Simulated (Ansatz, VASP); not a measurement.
# I: VASP beside Ansatz

File INCAR:

```
PREC = Accurate
ENCUT = 600
EDIFF = 1E-7
ISMEAR = 0
SIGMA = 0.1
LREAL = False
LASPH = True
NELM = 100
ALGO = Normal
ISIF = 3
LWAVE = False
LCHARG = False
GGA = PE
IBRION = 2
NSW = 70
EDIFFG = -0.005
```

File KPOINTS:

```
Automatic mesh
0
Gamma
  12 12 18
```

Contents of POSCAR:

```
I
1.0
    2.3773896325     -3.6342876406     -0.1598815673
    2.3773896325      3.6342876406     -0.1598815673
   -1.6680719313      0.0000000000      2.4185668454
I
1
Direct
    0.5000000000      0.5000000000      0.5000000000
```

Input for Ansatz:

```yaml
crystal:
  lattice:
    - [2.3773896325, -3.6342876406, -0.1598815673]
    - [2.3773896325, 3.6342876406, -0.1598815673]
    - [-1.6680719313, 0.0, 2.4185668454]
  atoms:
    - { symbol: I, position: [0.5, 0.5, 0.5] }
basis:
  ecutwfc: 420
kpoints:
  mp_grid: { grid: [12, 12, 18] }
hamiltonian:
  xc: pbe
scf:
  occupations: { method: gaussian, width: 0.1 }
output:
  forces: true
  stress: true
  eigenvalues: true
relax:
  adjacent_minimum: "off"
  f_tol: 0.005
  max_steps: 50
  cell: { stress_tol: 0.05 }
```

Alike in both runs: task relaxation of cell and atoms; functional PBE; k mesh 12 × 12 × 18; occupations gaussian, width 0.1 eV; no spin polarisation.

|  | VASP | Ansatz |
| --- | --- | --- |
| version | VASP 6.6.1 | Ansatz 0.2.0 |
| potentials or method | VASP PAW PBE potentials, release 64 (I), cutoff 600 eV | scalar-relativistic, plane waves, PAW |
| valence electrons in the cell | 7 | 17 |

Ansatz gave:

```
gap on the k mesh at the Fermi level, each at its own relaxed structure (eV)  : none
relaxed volume (Å³/atom)                                                      : 51.34
relaxed length of the cell vector where the two differ most in proportion (Å) : 5.100
```

Which values does VASP return?

gap on the k mesh at the Fermi level, each at its own relaxed structure (eV): none; relaxed volume (Å³/atom): 51.89; relaxed length of the cell vector where the two differ most in proportion (Å): 5.145.

A gap of «none» marks a metal or a gap that the smearing closes. VASP's potentials hold 7 valence electrons a cell and Ansatz's 17, so a difference there can come from the potentials and not from the codes.

Neither program's run includes spin-orbit coupling. Noted on VASP's run: the volume moved by over 15 % at a fixed basis, so the end points are rough.
